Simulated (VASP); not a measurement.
Crystal: Ge.

```
CELL_PARAMETERS angstrom
1.39715 -2.60052 0.00000
1.39715 2.60052 0.00000
0.00000 0.00000 2.69823
ATOMIC_POSITIONS crystal
Ge 0.50000 0.50000 0.00000
```

* Program: VASP 6.6.1
* Task: relaxation of cell and atoms
* Functional: BLYP
* Dispersion: D3(BJ)
* Potentials or basis: VASP PAW PBE potentials, release 64 (Ge_d)
* Cutoff: 600 eV
* k mesh: 11 × 11 × 10
* Occupations: fermi-dirac, width 0.05 eV
* Spin: no spin polarisation

At the start: pressure -0.8 GPa; volume 19.61 Å³/atom.

Question: Where does the relaxation end?

Answer: Over 12 steps the energy falls by 6.6 meV/atom and the volume is 19.35 Å³/atom (-1.3 %); space group Cmmm (No. 65, to 0.1 Å) before, P6/mmm (No. 191, to 0.1 Å).

Step by step:
| step | energy change (eV) | largest force (eV/Å) | pressure (GPa) | volume (Å³) |
| --- | --- | --- | --- | --- |
| 1 | 0.0000 | 0.0000 | -0.80 | 19.61 |
| 2 | -0.0043 | 0.0000 | 0.02 | 19.33 |
| 3 | -0.0052 | 0.0000 | 0.55 | 19.17 |
| 4 | -0.0052 | 0.0000 | 0.81 | 19.13 |
| 5 | -0.0063 | 0.0000 | 0.03 | 19.33 |
| 6 | -0.0063 | 0.0000 | -0.28 | 19.43 |
| 7 | -0.0064 | 0.0000 | -0.17 | 19.40 |
| 8 | -0.0065 | 0.0000 | -0.10 | 19.38 |
| 9 | -0.0065 | 0.0000 | -0.16 | 19.36 |
| 10 | -0.0065 | 0.0000 | 0.05 | 19.33 |
| 11 | -0.0066 | 0.0000 | -0.04 | 19.35 |
| 12 | -0.0066 | 0.0000 | 0.00 | 19.35 |

Final structure:
```cif
data_structure
_symmetry_space_group_name_H-M 'P 1'
_symmetry_Int_Tables_number 1
_cell_length_a 2.8669
_cell_length_b 2.8669
_cell_length_c 2.7157
_cell_angle_alpha 90.000
_cell_angle_beta 90.000
_cell_angle_gamma 119.915
_cell_volume 19.35
loop_
_atom_site_label
_atom_site_type_symbol
_atom_site_fract_x
_atom_site_fract_y
_atom_site_fract_z
_atom_site_occupancy
Ge1 Ge 0.50000 0.50000 0.00000 1
```

Caveat: the PAW data sets were made with another functional, which shifts forces and pressure a little.
